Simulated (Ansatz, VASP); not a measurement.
Two plane-wave programs on ZnAu

File INCAR:

```
SYSTEM = ZnAu
  PREC = Accurate
  ENCUT = 520
  EDIFF = 1E-7
  ISMEAR = 0
  SIGMA = 0.1
  LREAL = .FALSE.
  LASPH = .TRUE.
  NELM = 60
  ALGO = Normal
  ISIF = 2
  LWAVE = .FALSE.
  LCHARG = .FALSE.
  GGA = PE
  NBANDS = 18
```

Contents of KPOINTS:

```
regular mesh
0
G
  14 14 14
  0 0 0
```

Contents of POSCAR:

```
ZnAu
1.0
    3.2895638283      0.0000000000      0.0000000000
    0.0000000000      3.2895638283      0.0000000000
    0.0000000000      0.0000000000      3.2895638283
Zn Au
1 1
Direct
    0.5000000000      0.5000000000      0.5000000000
    0.0000000000      0.0000000000      0.0000000000
```

Input for Ansatz:

```yaml
crystal:
  lattice:
    - [3.2895638283, 0.0, 0.0]
    - [0.0, 3.2895638283, 0.0]
    - [0.0, 0.0, 3.2895638283]
  atoms:
    - { symbol: Zn, position: [0.5, 0.5, 0.5] }
    - { symbol: Au, position: [0.0, 0.0, 0.0] }
basis:
  ecutwfc: 420
kpoints:
  mp_grid: { grid: [14, 14, 14] }
hamiltonian:
  xc: pbe
scf:
  occupations: { method: gaussian, width: 0.1 }
output:
  forces: true
  stress: true
  eigenvalues: true
```

Alike in both runs: task single point; functional PBE; k mesh 14 × 14 × 14; occupations gaussian, width 0.1 eV; no spin polarisation.

|  | VASP | Ansatz |
| --- | --- | --- |
| version | VASP 6.6.1 | Ansatz 0.2.0 |
| potentials or method | VASP PAW PBE potentials, release 64 (Zn, Au), cutoff 520 eV | scalar-relativistic, plane waves, PAW |
| valence electrons in the cell | 23 | 31 |

|  | VASP | Ansatz | Ansatz less VASP |
| --- | --- | --- | --- |
| gap on the k mesh at the Fermi level (eV) | none | none | - |
| pressure (GPa) | -8.4 | -8.5 | -0.07 |

A gap of «none» marks a metal or a gap that the smearing closes. VASP's potentials hold 23 valence electrons a cell and Ansatz's 31, so a difference there can come from the potentials and not from the codes.

Neither program's run includes spin-orbit coupling.
